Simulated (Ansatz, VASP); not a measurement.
# One calculation of InSb, two programs

```
In Sb
1.0
     5.92042    0.00000    0.00000
     0.00000    5.93800    0.00000
     0.00000    0.00000    3.22250
In Sb
2 2
Direct
  0.00000 0.00000 0.00881
  0.50000 0.50000 0.99120
  0.00000 0.50000 0.27700
  0.50000 0.00000 0.72300
```

Alike in both runs: task single point; functional PBE; k mesh 4 × 4 × 7; occupations gaussian, width 0.01 eV; no spin polarisation.

```csv
,VASP,Ansatz
version,VASP 6.6.1,Ansatz 0.2.0
potentials or method,"VASP PAW PBE potentials, release 64 (In_d, Sb), cutoff 520 eV","scalar-relativistic, plane waves, PAW"
valence electrons in the cell,36,56
```

```csv
,VASP,Ansatz,Ansatz less VASP
gap on the k mesh at the Fermi level (eV),none,none,-
pressure (GPa),0.0,0.1,+0.05
"traceless stress, the component that is largest in VASP (GPa)",0.29,0.30,+0.009
rms of the force components (eV/Å),0.006,0.006,+0.0002
```

Atom by atom the forces differ by 0.000 eV/Å (rms over components). A gap of «none» marks a metal or a gap that the smearing closes. VASP's potentials hold 36 valence electrons a cell and Ansatz's 56, so a difference there can come from the potentials and not from the codes.

Neither program's run includes spin-orbit coupling.
